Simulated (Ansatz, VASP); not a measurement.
# W in VASP and in Ansatz

INCAR

```
ALGO = Normal
EDIFF = 1E-6
ENCUT = 500
GGA = CA
GGA_COMPAT = False
ISIF = 2
ISMEAR = 0
LASPH = True
LCHARG = False
LREAL = False
LWAVE = False
NBANDS = 21
NELM = 120
PREC = Accurate
SIGMA = 0.15
```

Contents of KPOINTS:

```
k-points
0
Gamma
  16 16 12
```

POSCAR

```
W
1.0
    0.0000000000     -1.9864787844     -1.9864787844
    0.0000000000      1.9864787844     -1.9864787844
    3.9729575688      0.0000000000      0.0000000000
W
2
Direct
    0.5305062407      0.4694937593      0.5000000000
   -0.0305062407      0.0305062407      0.0000000000
```

Input for Ansatz:

```yaml
crystal:
  lattice:
    - [0.0, -1.9864787844, -1.9864787844]
    - [0.0, 1.9864787844, -1.9864787844]
    - [3.9729575688, 0.0, 0.0]
  atoms:
    - { symbol: W, position: [0.5305062407, 0.4694937593, 0.5] }
    - { symbol: W, position: [-0.0305062407, 0.0305062407, 0.0] }
basis:
  ecutwfc: 420
kpoints:
  mp_grid: { grid: [16, 16, 12] }
hamiltonian:
  xc: lda
  pseudopotentials: { kind: paw, azcp: { folder: soft_1 } }
scf:
  occupations: { method: gaussian, width: 0.15 }
output:
  forces: true
  stress: true
  eigenvalues: true
```

Change from the starting cell: mode 4 frozen in at -0.121 Å and mode 6 at +0.000 Å (largest displacements).

Alike in both runs: task single point; functional LDA; k mesh 16 × 16 × 12; occupations gaussian, width 0.15 eV; no spin polarisation.

|  | VASP | Ansatz |
| --- | --- | --- |
| version | VASP 6.6.1 | Ansatz 0.2.0 |
| potentials or method | VASP PAW LDA potentials, release 64 (W_sv), cutoff 500 eV | scalar-relativistic, plane waves, PAW |
| valence electrons in the cell | 28 | 28 |

Ansatz gave:

```
gap on the k mesh at the Fermi level (eV)                     : none
pressure (GPa)                                                : 3.4
traceless stress, the component that is largest in VASP (GPa) : -4.85
rms of the force components (eV/Å)                            : 0.513
```

Problem. Estimate VASP's values.

Solution. gap on the k mesh at the Fermi level (eV): none; pressure (GPa): 5.1; traceless stress, the component that is largest in VASP (GPa): -4.83; rms of the force components (eV/Å): 0.529.

Ansatz warns that its potentials were made for another functional, while VASP's fit it. LDA's correlation is that of Perdew and Zunger in VASP and of Perdew and Wang (1992) in Ansatz. Atom by atom the forces differ by 0.017 eV/Å (rms over components). A gap of «none» marks a metal or a gap that the smearing closes.

Neither program's run includes spin-orbit coupling.
